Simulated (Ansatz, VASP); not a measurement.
**One calculation of BaO, two programs**

```
Ba O
1.0
     0.00000    2.74519    2.74519
     2.74519    0.00000    2.74519
     2.74519    2.74519    0.00000
Ba O
1 1
Direct
  0.00000 0.00000 0.00000
  0.50000 0.50000 0.50000
```

Alike in both runs: task single point; functional PBEsol; k mesh 8 × 8 × 8; occupations gaussian, width 0.02 eV; no spin polarisation.

|  | VASP | Ansatz |
| --- | --- | --- |
| version | VASP 6.6.1 | Ansatz 0.2.0 |
| potentials or method | VASP PAW PBE potentials, release 64 (Ba_sv, O), cutoff 600 eV | scalar-relativistic, plane waves, PAW |
| valence electrons in the cell | 16 | 16 |

```tsv
	VASP	Ansatz	Ansatz less VASP
gap on the k mesh at the Fermi level (eV)	1.77	1.84	+0.069
least direct gap on the mesh (eV)	1.77	1.84	+0.069
pressure (GPa)	1.8	0.0	-1.84
```

VASP's potentials were made for PBE, not for PBEsol.

Neither program's run includes spin-orbit coupling.
